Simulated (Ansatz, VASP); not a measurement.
WS2: VASP beside Ansatz

```xyz
6
Lattice="3.1800 0.0000 0.0000 -1.5900 2.7540 0.0000 0.0000 0.0000 12.5000" Properties=species:S:1:pos:R:3 pbc="T T T"
W     0.0000    1.8360    3.1250
W     1.5900    0.9180    9.3750
S     0.1500    2.0958    7.7500
S     1.5900    0.9180    1.5000
S     0.0000    1.8360   11.0000
S     1.5900    0.9180    4.7500
```

Alike in both runs: task single point; functional LDA; k mesh 12 × 12 × 4; occupations gaussian, width 0.05 eV; no spin polarisation.

|  | VASP | Ansatz |
| --- | --- | --- |
| version | VASP 6.6.1 | Ansatz 0.2.0 |
| potentials or method | VASP PAW LDA potentials, release 64 (W_sv, S), cutoff 520 eV | scalar-relativistic, plane waves, PAW |
| valence electrons in the cell | 52 | 52 |

|  | VASP | Ansatz | Ansatz less VASP |
| --- | --- | --- | --- |
| gap on the k mesh at the Fermi level (eV) | 0.88 | 0.87 | -0.008 |
| least direct gap on the mesh (eV) | 1.40 | 1.40 | -0.005 |
| pressure (GPa) | -9.8 | -10.1 | -0.32 |
| traceless stress, the component that is largest in VASP (GPa) | 5.48 | 5.46 | -0.020 |
| rms of the force components (eV/Å) | 1.064 | 1.072 | +0.0079 |

LDA's correlation is that of Perdew and Zunger in VASP and of Perdew and Wang (1992) in Ansatz. Atom by atom the forces differ by 0.020 eV/Å (rms over components).

Neither program's run includes spin-orbit coupling.
